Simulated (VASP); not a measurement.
# HRh6 in VASP: a series of runs

Runs on HRh6. Level: PBE. Tasks: single point.

All numbers are computed with VASP 6.6.1; they aren't measurements. Logs are shortened: lines on timing, memory, paths and dates and some standing lists are left out, and cuts for length are marked.

## Step 1: The cell of the first run

The cell holds a slab with vacuum, 14 atoms: a = 5.417 Å, b = 5.417 Å, c = 22.297 Å, α = 90.00°, β = 90.00°, γ = 120.00°.

## Step 2: Single point, PBE

INCAR

```
SYSTEM = HRh6
ALGO     = Normal         ! electronic algorithm
DIPOL    = 0.5 0.5 0.297
EDIFF    = 1E-7           ! SCF threshold, eV
ENCUT    = 520            ! plane-wave cutoff, eV
GGA      = PE             ! functional
IDIPOL   = 3            
ISIF     = 2              ! what is computed and relaxed
ISMEAR   = 0              ! smearing method
LASPH    = .True.         ! aspherical terms in the spheres
LCHARG   = .True.         ! write CHGCAR
LDIPOL   = .True.       
LELF     = .True.         ! ELF
LREAL    = .False.        ! projectors in reciprocal space
LVACPOTAV= .True.       
LVHAR    = .True.       
LWAVE    = .False.        ! write WAVECAR
NBANDS   = 104            ! bands
NELM     = 100            ! most SCF steps
PREC     = Accurate       ! precision mode
SIGMA    = 0.1            ! smearing width, eV
```

KPOINTS

```
k-points
0
Gamma
  6 6 1
  0 0 0
```

POSCAR

```
HRh6
1.0
    5.4165863251      0.0000000000      0.0000000000
   -2.7082931626      4.6909013593      0.0000000000
    0.0000000000      0.0000000000     22.2966119230
Rh H
12 2
Direct
    0.3333333333      0.1666666667      0.1793994538
    0.3333333333      0.6666666667      0.1793994538
    0.8333333333      0.1666666667      0.1793994538
    0.8333333333      0.6666666667      0.1793994538
    0.1666666667      0.3333333333      0.2757769167
    0.1666666667      0.8333333333      0.2757769167
    0.6666666667      0.3333333333      0.2757769167
    0.6666666667      0.8333333333      0.2757769167
    0.0000000000      0.0000000000      0.3721019118
    0.0000000000      0.5000000000      0.3721019118
    0.5000000000      0.0000000000      0.3721019118
    0.5000000000      0.5000000000      0.3721019118
    0.1703244811      0.3406489622      0.4209882629
    0.3296755189      0.6593510378      0.4209882629
```

Potentials or basis: VASP PAW PBE potentials, release 64 (Rh_pv, H).

On the command line:

```sh
> cat potpaw_PBE.64/Rh_pv/POTCAR potpaw_PBE.64/H/POTCAR > POTCAR
> mpirun -np 1 vasp_std > vasp.out
```

OUTCAR:

```text
SYSTEM = HRh6
   EDIFF = 1E-7
   ENCUT = 520
   GGA = PE
   ISIF = 2
   ISMEAR = 0
   LASPH = .True.
   LREAL = .False.
   NELM = 100
   PREC = Accurate

 ion  position               nearest neighbor table
   1  0.333  0.167  0.179-   5 2.66   7 2.66   6 2.66   4 2.71   4 2.71   3 2.71   3 2.71   2 2.71
                             2 2.71
   2  0.333  0.667  0.179-   6 2.66   8 2.66   5 2.66   3 2.71   3 2.71   4 2.71   4 2.71   1 2.71
                             1 2.71
   3  0.833  0.167  0.179-   7 2.66   5 2.66   8 2.66   2 2.71   2 2.71   1 2.71   1 2.71   4 2.71
                             4 2.71
   4  0.833  0.667  0.179-   8 2.66   6 2.66   7 2.66   1 2.71   1 2.71   2 2.71   2 2.71   3 2.71
                             3 2.71
   5  0.167  0.333  0.276-  12 2.66   9 2.66  10 2.66   1 2.66   3 2.66   2 2.66   8 2.71   8 2.71
                             7 2.71   7 2.71   6 2.71   6 2.71
   6  0.167  0.833  0.276-  11 2.66  10 2.66   9 2.66   2 2.66   4 2.66   1 2.66   7 2.71   7 2.71
                             8 2.71   8 2.71   5 2.71   5 2.71
   7  0.667  0.333  0.276-  10 2.66  11 2.66  12 2.66   3 2.66   1 2.66   4 2.66   6 2.71   6 2.71
                             5 2.71   5 2.71   8 2.71   8 2.71
   8  0.667  0.833  0.276-   9 2.66  12 2.66  11 2.66   4 2.66   2 2.66   3 2.66   5 2.71   5 2.71
                             6 2.71   6 2.71   7 2.71   7 2.71
   9  0.000  0.000  0.372-  13 1.93   8 2.66   5 2.66   6 2.66  12 2.71  12 2.71  11 2.71  11 2.71
                            10 2.71  10 2.71
  10  0.000  0.500  0.372-  14 1.89  13 1.89   7 2.66   6 2.66   5 2.66  11 2.71  11 2.71  12 2.71
                            12 2.71   9 2.71   9 2.71
  11  0.500  0.000  0.372-  14 1.93   6 2.66   7 2.66   8 2.66  10 2.71  10 2.71   9 2.71   9 2.71
                            12 2.71  12 2.71
  12  0.500  0.500  0.372-  13 1.89  14 1.89   5 2.66   8 2.66   7 2.66   9 2.71   9 2.71  10 2.71
                            10 2.71  11 2.71  11 2.71
  13  0.170  0.341  0.421-  12 1.89  10 1.89   9 1.93
  14  0.330  0.659  0.421-  10 1.89  12 1.89  11 1.93

  LATTYP: Found a hexagonal cell.
 ALAT       =     5.4165863251
 C/A-ratio  =     4.1163586408

  Lattice vectors:

 A1 = (   5.4165863251,   0.0000000000,   0.0000000000)
 A2 = (  -2.7082931626,   4.6909013593,   0.0000000000)
 A3 = (   0.0000000000,   0.0000000000,  22.2966119230)

Analysis of symmetry for initial positions (statically):
=====================================================================
 Subroutine PRICEL returns:
 Original cell was already a primitive cell.

 Routine SETGRP: Setting up the symmetry group for a
 hexagonal supercell.

 Subroutine GETGRP returns: Found  2 space group operations
 (whereof  2 operations were pure point group operations)
 out of a pool of 24 trial point group operations.

The static configuration has the point symmetry C_1h.

Analysis of symmetry for dynamics (positions and initial velocities):
=====================================================================
 Subroutine PRICEL returns:
 Original cell was already a primitive cell.

 Routine SETGRP: Setting up the symmetry group for a
 hexagonal supercell.

 Subroutine GETGRP returns: Found  2 space group operations
 (whereof  2 operations were pure point group operations)
 out of a pool of 24 trial point group operations.

The dynamic configuration has the point symmetry C_1h.

 Subroutine INISYM returns: Found  2 space group operations
 (whereof  2 operations are pure point group operations),
 and found     1 'primitive' translations

----------------------------------------------------------------------------------------

                                     Primitive cell

  volume of cell :     566.5273

  direct lattice vectors                    reciprocal lattice vectors
     5.416586325  0.000000000  0.000000000     0.184618123  0.106589323  0.000000000
    -2.708293163  4.690901359  0.000000000     0.000000000  0.213178646  0.000000000
     0.000000000  0.000000000 22.296611923     0.000000000  0.000000000  0.044849863

  length of vectors
     5.416586325  5.416586325 22.296611923     0.213178646  0.213178646  0.044849863

  position of ions in fractional coordinates (direct lattice)
     0.333333333  0.166666667  0.179399454
[... 54 lines left out ...]

 Found     13 irreducible k-points:

 Following reciprocal coordinates:
            Coordinates               Weight
  0.000000  0.000000  0.000000      1.000000
  0.166667 -0.000000  0.000000      4.000000
  0.000000  0.166667  0.000000      2.000000
  0.333333 -0.000000  0.000000      4.000000
  0.000000  0.333333  0.000000      2.000000
  0.500000  0.000000  0.000000      2.000000
  0.000000  0.500000  0.000000      1.000000
  0.166667  0.166667  0.000000      4.000000
 -0.333333  0.166667  0.000000      2.000000
  0.333333  0.166667  0.000000      4.000000
 -0.166667  0.500000  0.000000      4.000000
  0.500000  0.333333  0.000000      4.000000
  0.333333  0.333333  0.000000      2.000000
   k-points           NKPTS =     13   k-points in BZ     NKDIM =     13   number of bands    NBANDS=    104
   number of dos      NEDOS =    301   number of ions     NIONS =     14
   total plane-waves  NPLWV = 268800
   dimension x,y,z NGX =    40 NGY =   40 NGZ =  168
   dimension x,y,z NGXF=    80 NGYF=   80 NGZF=  336
   ions per type =              12   2
   NGX,Y,Z   is equivalent  to a cutoff of  12.28, 12.28, 12.53 a.u.
   NGXF,Y,Z  is equivalent  to a cutoff of  24.55, 24.55, 25.05 a.u.
 SYSTEM =  HRh6
   PREC   = accura    normal or accurate (medium, high low for compatibility)
   ISTART =      0    job   : 0-new  1-cont  2-samecut
   ICHARG =      2    charge: 1-file 2-atom 10-const
   ISPIN  =      1    spin polarized calculation?
   LNONCOLLINEAR =      F non collinear calculations
   LSORBIT =      F    spin-orbit coupling
   LASPH  =      T    aspherical Exc in radial PAW
   ENCUT  =  520.0 eV  38.22 Ry    6.18 a.u.  10.07 10.07 41.46*2*pi/ulx,y,z
   NELM   =    100;   NELMIN=  2; NELMDL= -5     # of ELM steps
   EDIFF  = 0.1E-06   stopping-criterion for ELM
   LREAL  =      F    real-space projection
   EDIFFG = 0.1E-05   stopping-criterion for IOM
   NSW    =      0    number of steps for IOM
   IBRION =     -1    ionic relax: 0-MD 1-quasi-New 2-CG
   NFREE  =      0    steps in history (QN), initial steepest desc. (CG)
   ISIF   =      2    stress and relaxation
   ISYM   =      2    0-nonsym 1-usesym 2-fastsym
   POTIM  = 0.5000    time-step for ionic-motion
   TEBEG  =    0.0;   TEEND  =   0.0 temperature during run
   PSTRESS=    0.0 pullay stress
   NELECT =     182.0000    total number of electrons
   NUPDOWN=      -1.0000    fix difference up-down
   EMIN   =  10.00;   EMAX   =-10.00  energy-range for DOS
   EFERMI =   0.00;   METHOD = LEGACY
   ISMEAR =     0;   SIGMA  =   0.10  broadening in eV -4-tet -1-fermi 0-gaus
   EFERMI_NEDOS =   21; number of points for ismear=-14 and -15
   IALGO  =     38    algorithm
   IMIX   =      4    mixing-type and parameters
     AMIX     =   0.40;   BMIX     =  1.00
     AMIX_MAG =   1.60;   BMIX_MAG =  1.00
  volume/ion in A,a.u.               =      40.47       273.08
  Fermi-wavevector in a.u.,A,eV,Ry     =   1.121222  2.118803 17.104417  1.257139
  Thomas-Fermi vector in A             =   2.257874
   LORBIT       =      0    0 simple, 1 ext, 2 COOP (PROOUT), +10 PAW based schemes
   GGA     = PE    functional components
   LHFCALC =     F    Hartree Fock is set to
   AEXX    =    0.0000 exact exchange contribution
   IVDW    =     0    specifies the selected vdW correction
   LEPSILON=     F    determine dielectric tensor
   LRPA    =     F    only Hartree local field effects (RPA)
 non-spin polarized calculation
 Gauss-broadening in eV      SIGMA  =   0.10
  energy-cutoff  :      520.00
  volume of cell :      566.53
 maximum number of plane-waves:     15300
   NGX = 21   NGY = 21   NGZ = 83

 dipolmoment           0.000000      0.000000      0.000292 electrons x Angstroem

 number of electron     182.0000013 magnetization

 dipolmoment           0.000000      0.000000     -0.002354 electrons x Angstroem

 Free energy of the ion-electron system (eV)
  ---------------------------------------------------
  ext. energy  EPLUGINS =         0.00000000
  ---------------------------------------------------
  free energy    TOTEN  =       -87.94951155 eV

  energy without entropy =      -87.85114631  energy(sigma->0) =      -87.90032893

 E-fermi :   0.0157     XC(G=0):  -5.0154

 val. band max:        0.0138844740   @ k =   0.0000   0.1667   0.0000
 cond. band min:       0.0166677392   @ k =  -0.1667   0.5000   0.0000
 fundamental gap:      0.0027832652
 Fermi energy:         0.0157047471

 k-point     1 :       0.0000    0.0000    0.0000
  band No.  band energies     occupation
      1     -47.0832      2.00000
      2     -47.0820      2.00000
      3     -47.0718      2.00000
      4     -47.0123      2.00000
      5     -46.9647      2.00000
      6     -46.9320      2.00000
[... 1367 lines left out ...]
    102       0.6330      0.00000
    103       2.3381      0.00000
 [bands above 103 left out]

------------------------ aborting loop because EDIFF is reached ----------------------------------------

  FORCE on cell =-STRESS in cart. coord.  units (eV):
  Direction    XX          YY          ZZ          XY          YZ          ZX
  --------------------------------------------------------------------------------------
  -------------------------------------------------------------------------------------
  Total       -4.4687769     -3.6490083      1.4226497      0.0000000     -0.2589709      0.0000000
  in kB      -12.6380018    -10.3196409      4.0233492      0.0000000     -0.7323870      0.0000000
  external PRESSURE =      -6.3114312 kB  Pullay stress =       0.0000000 kB

 VOLUME and BASIS-vectors are now :
 -----------------------------------------------------------------------------
  energy-cutoff  :      520.00
  volume of cell :      566.53
      direct lattice vectors                 reciprocal lattice vectors
     5.416586325  0.000000000  0.000000000     0.184618123  0.106589323  0.000000000
    -2.708293163  4.690901359  0.000000000     0.000000000  0.213178646  0.000000000
     0.000000000  0.000000000 22.296611923     0.000000000  0.000000000  0.044849863

 POSITION                                       TOTAL-FORCE (eV/Angst)
 -----------------------------------------------------------------------------------
      1.35415      0.78182      4.00000        -0.081848      0.013207     -0.083330
     -0.00000      3.12727      4.00000         0.000000     -0.064065     -0.080247
      4.06244      0.78182      4.00000         0.081848      0.013207     -0.083330
      2.70829      3.12727      4.00000        -0.000000      0.065174     -0.038913
      0.00000      1.56363      6.14889         0.000000     -0.089117     -0.321772
     -1.35415      3.90908      6.14889        -0.035666      0.049772     -0.173142
      2.70829      1.56363      6.14889        -0.000000      0.025681      0.080963
      1.35415      3.90908      6.14889         0.035666      0.049772     -0.173142
      0.00000      0.00000      8.29661         0.000000     -0.129257      0.328623
     -1.35415      2.34545      8.29661        -0.258212     -0.005955      0.636404
      2.70829      0.00000      8.29661        -0.000000      0.135488      0.146721
      1.35415      2.34545      8.29661         0.258212     -0.005955      0.636404
     -0.00000      1.59795      9.38661         0.000000     -0.588873     -0.477028
     -0.00000      3.09295      9.38661        -0.000000      0.530921     -0.398211
 -----------------------------------------------------------------------------------
    total drift:                                0.000000      0.000006      0.001113

  FREE ENERGIE OF THE ION-ELECTRON SYSTEM (eV)
  ---------------------------------------------------
  free  energy   TOTEN  =       -87.9495115466 eV

  energy  without entropy=      -87.8511463078  energy(sigma->0) =      -87.90032893

 vacuum level on the upper side and lower side of the slab         5.011         5.027
```

Run time: 42 min. Hardware: 1 thread of Intel Xeon Platinum 8488C (Sapphire Rapids), shared host; peak memory 0.9 GiB.

What came out:

```
Free energy            : -87.9495 eV
Largest force          : 0.758 eV/Å
Band gap on the k mesh : zero (bands 91 and 92 overlap by 0.88 eV)
```

Forces on the atoms (eV/Å):
```
Rh  -0.082  0.013 -0.083
Rh   0.000 -0.064 -0.080
Rh   0.082  0.013 -0.083
Rh   0.000  0.065 -0.039
Rh   0.000 -0.089 -0.322
Rh  -0.036  0.050 -0.173
Rh   0.000  0.026  0.081
Rh   0.036  0.050 -0.173
Rh   0.000 -0.129  0.329
Rh  -0.258 -0.006  0.636
Rh   0.000  0.135  0.147
Rh   0.258 -0.006  0.636
H    0.000 -0.589 -0.477
H    0.000  0.531 -0.398
```

Levels at points of the mesh, in eV from the Fermi level:
```csv
k point,band 90,band 91,band 92,band 93,band 94,band 95
"(0.00, 0.00, 0.00)",0.37,0.50,0.51,0.53,0.56,0.80
"(0.50, 0.00, 0.00)",-0.54,-0.42,-0.38,-0.33,-0.17,0.17
"(0.00, 0.50, 0.00)",-0.48,-0.40,-0.35,-0.31,-0.23,0.19
```

[end of part 1 of 2]
